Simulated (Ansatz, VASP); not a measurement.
**W in VASP and in Ansatz**

```
W
1.0
    -1.57705    1.57705    1.57705
     1.57705   -1.57705    1.57705
     1.57705    1.57705   -1.57705
W
1
Direct
  0.00000 0.00000 0.00000
```

Alike in both runs: functional PBEsol; k mesh 24 × 24 × 24; occupations gaussian, width 0.1 eV; no spin polarisation.

Ansatz relaxed the structure, and its values are those at the end. VASP's run is a single point on that final structure, the one shown.

```csv
,VASP,Ansatz
version,VASP 6.6.1,Ansatz 0.2.0
potentials or method,"VASP PAW PBE potentials, release 64 (W_sv)","scalar-relativistic, plane waves, PAW"
plane-wave cutoff (eV),520,420
valence electrons in the cell,14,14
```

|  | VASP | Ansatz | Ansatz less VASP |
| --- | --- | --- | --- |
| gap on the k mesh at the Fermi level (eV) | none | none | - |
| pressure (GPa) | 0.7 | 0.0 | -0.66 |

VASP's potentials were made for PBE, not for PBEsol. A gap of «none» marks a metal or a gap that the smearing closes.

Neither program's run includes spin-orbit coupling.
